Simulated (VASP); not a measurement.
# BN (R3m) in VASP: notebook, part 2 of 2

VASP 6.6.1. The steps go on from the part before.

**3. Single point, PBEsol**

Input file INCAR:

```
ALGO = Normal
EDIFF = 1E-6
ENCUT = 520
GGA = PS
ISIF = 2
ISMEAR = 0
LASPH = T
LCHARG = T
LELF = T
LREAL = F
LVHAR = T
LWAVE = F
NBANDS = 11
NELM = 100
PREC = Accurate
SIGMA = 0.01
```

Input file KPOINTS:

```
k-points
0
Gamma
  10 10 10
```

Input file POSCAR:

```
BN
1.0
    1.2511217800      0.7223355000      3.3729344000
   -1.2511217800      0.7223355000      3.3729344000
    0.0000000000     -1.4446710000      3.3729344000
B N
1 1
Direct
    0.9996712000      0.9996712000      0.9996712000
    0.3327618000      0.3327618000      0.3327618000
```

Potentials or basis: VASP PAW PBE potentials, release 64 (B, N).

Launch:

```bash
> cat potpaw_PBE.64/B/POTCAR potpaw_PBE.64/N/POTCAR > POTCAR
> mpirun -np 1 vasp_std > vasp.out
```

OUTCAR:

```text
EDIFF = 1E-6
   ENCUT = 520
   GGA = PS
   ISIF = 2
   ISMEAR = 0
   LASPH = T
   LREAL = F
   NELM = 100
   PREC = Accurate

 ion  position               nearest neighbor table
   1  1.000  1.000  1.000-   2 1.44   2 1.44   2 1.44
   2  0.333  0.333  0.333-   1 1.44   1 1.44   1 1.44

  LATTYP: Found a trigonal (rhomboedric) cell.
 ALAT       =     3.6692997629
 COS(alpha) =     0.7674786788

  Lattice vectors:

 A1 = (   1.2511217800,   0.7223355000,   3.3729344000)
 A2 = (  -1.2511217800,   0.7223355000,   3.3729344000)
 A3 = (   0.0000000000,  -1.4446710000,   3.3729344000)

Analysis of symmetry for initial positions (statically):
=====================================================================
 Subroutine PRICEL returns:
 Original cell was already a primitive cell.

 Routine SETGRP: Setting up the symmetry group for a
 trigonal (rhombohedral) supercell.

 Subroutine GETGRP returns: Found  6 space group operations
 (whereof  6 operations were pure point group operations)
 out of a pool of 12 trial point group operations.

The static configuration has the point symmetry C_3v.

Analysis of symmetry for dynamics (positions and initial velocities):
=====================================================================
 Subroutine PRICEL returns:
 Original cell was already a primitive cell.

 Routine SETGRP: Setting up the symmetry group for a
 trigonal (rhombohedral) supercell.

 Subroutine GETGRP returns: Found  6 space group operations
 (whereof  6 operations were pure point group operations)
 out of a pool of 12 trial point group operations.

The dynamic configuration has the point symmetry C_3v.

 Subroutine INISYM returns: Found  6 space group operations
 (whereof  6 operations are pure point group operations),
 and found     1 'primitive' translations

----------------------------------------------------------------------------------------

                                     Primitive cell

  volume of cell :      18.2893

  direct lattice vectors                    reciprocal lattice vectors
     1.251121780  0.722335500  3.372934400     0.399641352  0.230733041  0.098825916
    -1.251121780  0.722335500  3.372934400    -0.399641352  0.230733041  0.098825916
     0.000000000 -1.444671000  3.372934400     0.000000000 -0.461466082  0.098825916

  length of vectors
     3.669299763  3.669299763  3.669299765     0.471929559  0.471929559  0.471929557

  position of ions in fractional coordinates (direct lattice)
     0.999671200  0.999671200  0.999671200
     0.332761800  0.332761800  0.332761800

  ion indices of the primitive-cell ions
   primitive index   ion index
                 1           1
                 2           2

----------------------------------------------------------------------------------------

 KPOINTS: k-points

Automatic generation of k-mesh.
 Grid dimensions read from file:
 generate k-points for:   10   10   10

 Generating k-lattice:

  Cartesian coordinates                     Fractional coordinates (reciprocal lattice)
     0.039964135  0.023073304  0.009882592     0.100000000 -0.000000000  0.000000000
    -0.039964135  0.023073304  0.009882592    -0.000000000  0.100000000  0.000000000
     0.000000000 -0.046146608  0.009882592     0.000000000  0.000000000  0.100000000

  Length of vectors
     0.047192956  0.047192956  0.047192956

  Shift w.r.t. Gamma in fractional coordinates (k-lattice)
     0.000000000  0.000000000  0.000000000

 Subroutine IBZKPT returns following result:
 ===========================================

 Found    116 irreducible k-points:

 Following reciprocal coordinates:
            Coordinates               Weight
  0.000000  0.000000  0.000000      1.000000
  0.100000  0.000000  0.000000      6.000000
  0.200000  0.000000  0.000000      6.000000
  0.300000  0.000000  0.000000      6.000000
  0.400000  0.000000  0.000000      6.000000
  0.500000  0.000000  0.000000      3.000000
[... 16 lines left out ...]
  0.300000  0.300000  0.000000      6.000000
  0.400000  0.300000 -0.000000     12.000000
 [... further k-points ...]
   k-points           NKPTS =    116   k-points in BZ     NKDIM =    116   number of bands    NBANDS=     11
   number of dos      NEDOS =    301   number of ions     NIONS =      2
   total plane-waves  NPLWV =  21952
   dimension x,y,z NGX =    28 NGY =   28 NGZ =   28
   dimension x,y,z NGXF=    56 NGYF=   56 NGZF=   56
   ions per type =               1   1
   NGX,Y,Z   is equivalent  to a cutoff of  12.69, 12.69, 12.69 a.u.
   NGXF,Y,Z  is equivalent  to a cutoff of  25.37, 25.37, 25.37 a.u.
 SYSTEM =  unknown system
   PREC   = accura    normal or accurate (medium, high low for compatibility)
   ISTART =      0    job   : 0-new  1-cont  2-samecut
   ICHARG =      2    charge: 1-file 2-atom 10-const
   ISPIN  =      1    spin polarized calculation?
   LNONCOLLINEAR =      F non collinear calculations
   LSORBIT =      F    spin-orbit coupling
   LASPH  =      T    aspherical Exc in radial PAW
   ENCUT  =  520.0 eV  38.22 Ry    6.18 a.u.   6.82  6.82  6.82*2*pi/ulx,y,z
   NELM   =    100;   NELMIN=  2; NELMDL= -5     # of ELM steps
   EDIFF  = 0.1E-05   stopping-criterion for ELM
   LREAL  =      F    real-space projection
   EDIFFG = 0.1E-04   stopping-criterion for IOM
   NSW    =      0    number of steps for IOM
   IBRION =     -1    ionic relax: 0-MD 1-quasi-New 2-CG
   NFREE  =      0    steps in history (QN), initial steepest desc. (CG)
   ISIF   =      2    stress and relaxation
   ISYM   =      2    0-nonsym 1-usesym 2-fastsym
   POTIM  = 0.5000    time-step for ionic-motion
   TEBEG  =    0.0;   TEEND  =   0.0 temperature during run
   PSTRESS=    0.0 pullay stress
   NELECT =       8.0000    total number of electrons
   NUPDOWN=      -1.0000    fix difference up-down
   EMIN   =  10.00;   EMAX   =-10.00  energy-range for DOS
   EFERMI =   0.00;   METHOD = LEGACY
   ISMEAR =     0;   SIGMA  =   0.01  broadening in eV -4-tet -1-fermi 0-gaus
   EFERMI_NEDOS =   21; number of points for ismear=-14 and -15
   IALGO  =     38    algorithm
   IMIX   =      4    mixing-type and parameters
     AMIX     =   0.40;   BMIX     =  1.00
     AMIX_MAG =   1.60;   BMIX_MAG =  1.00
  volume/ion in A,a.u.               =       9.14        61.71
  Fermi-wavevector in a.u.,A,eV,Ry     =   1.242717  2.348395 21.012099  1.544346
  Thomas-Fermi vector in A             =   2.377059
   LORBIT       =      0    0 simple, 1 ext, 2 COOP (PROOUT), +10 PAW based schemes
   GGA     = PS    functional components
   LHFCALC =     F    Hartree Fock is set to
   AEXX    =    0.0000 exact exchange contribution
   IVDW    =     0    specifies the selected vdW correction
   LEPSILON=     F    determine dielectric tensor
   LRPA    =     F    only Hartree local field effects (RPA)
 non-spin polarized calculation
 Gauss-broadening in eV      SIGMA  =   0.01
  energy-cutoff  :      520.00
  volume of cell :       18.29
 maximum number of plane-waves:       517
   NGX = 13   NGY = 13   NGZ = 13

 number of electron       8.0000000 magnetization

 Free energy of the ion-electron system (eV)
  ---------------------------------------------------
  ext. energy  EPLUGINS =         0.00000000
  ---------------------------------------------------
  free energy    TOTEN  =       -18.28456277 eV

  energy without entropy =      -18.28456277  energy(sigma->0) =      -18.28456277

 E-fermi :   2.2444     XC(G=0): -10.2083

 val. band max:        2.0847669401   @ k =  -0.3000   0.3000   0.0000
 cond. band min:       6.2265981016   @ k =   0.5000   0.5000   0.0000
 fundamental gap:      4.1418311615
 Fermi energy:         2.2444352484

 k-point     1 :       0.0000    0.0000    0.0000
  band No.  band energies     occupation
      1     -15.6882      2.00000
      2      -2.1553      2.00000
      3       0.7879      2.00000
      4       0.7879      2.00000
      5       7.0182      0.00000
      6      13.6899      0.00000
      7      13.6899      0.00000
      8      15.1653      0.00000
      9      16.7696      0.00000
     10      27.7331      0.00000
     11      29.7588      0.00000
[... 309 lines left out ...]
 k-point    24 :       0.4000    0.3000   -0.0000
  band No.  band energies     occupation
      1     -13.3170      2.00000
      2      -5.0319      2.00000
      3      -2.1415      2.00000
      4      -0.1172      2.00000
      5       8.3553      0.00000
      6      12.3151      0.00000
      7      14.3189      0.00000
      8      19.2690      0.00000
      9      20.1109      0.00000
     10      22.7008      0.00000
     11      26.5985      0.00000

 [... further k-points ...]
[... 5 lines left out ...]
  --------------------------------------------------------------------------------------
  -------------------------------------------------------------------------------------
  Total        0.1567763      0.1567763      0.0383104      0.0000000      0.0000000      0.0000000
  in kB       13.7338847     13.7338849      3.3560572      0.0000000      0.0000000      0.0000000
  external PRESSURE =      10.2746089 kB  Pullay stress =       0.0000000 kB

 VOLUME and BASIS-vectors are now :
 -----------------------------------------------------------------------------
  energy-cutoff  :      520.00
  volume of cell :       18.29
      direct lattice vectors                 reciprocal lattice vectors
     1.251121780  0.722335500  3.372934400     0.399641352  0.230733041  0.098825916
    -1.251121780  0.722335500  3.372934400    -0.399641352  0.230733041  0.098825916
     0.000000000 -1.444671000  3.372934400     0.000000000 -0.461466082  0.098825916

 POSITION                                       TOTAL-FORCE (eV/Angst)
 -----------------------------------------------------------------------------------
      0.00000      0.00000     10.11548         0.000000      0.000000     -0.002696
      0.00000      0.00000      3.36715         0.000000      0.000000      0.002696
 -----------------------------------------------------------------------------------
    total drift:                               -0.000000     -0.000000      0.000011

  FREE ENERGIE OF THE ION-ELECTRON SYSTEM (eV)
  ---------------------------------------------------
  free  energy   TOTEN  =       -18.2845627677 eV

  energy  without entropy=      -18.2845627677  energy(sigma->0) =      -18.28456277
```

stdout:

```text
POSCAR found type information on POSCAR B N
 POSCAR found :  2 types and       2 ions
 scaLAPACK will be used
 -----------------------------------------------------------------------------
|                                                                             |
|                                                                             |
|     You enforced a specific xc type in the INCAR file but a different       |
|     I HOPE YOU KNOW WHAT YOU ARE DOING!                                     |
|                                                                             |
 -----------------------------------------------------------------------------

 LDA part: xc-table for (Slater+PW92), standard interpolation
 POSCAR, INCAR and KPOINTS ok, starting setup
 FFT: planning ... GRIDC
 FFT: planning ... GRID_SOFT
 FFT: planning ... GRID
 WAVECAR not read
 entering main loop
```

Run time: 49 s. Hardware: 1 thread of AMD EPYC 7R43 (Zen 3), shared host; peak memory 0.13 GiB.

What came out:

```
Free energy            : -18.2846 eV
Pressure               : 1.0 GPa
Band gap on the k mesh : 4.14 eV, indirect (least direct gap 4.83 eV)
```

Forces in eV/Å, atoms in the order of the input:
```
B    0.000  0.000 -0.003
N    0.000  0.000  0.003
```

Caveat: the PAW data sets were made with another functional, which shifts forces and pressure a little.
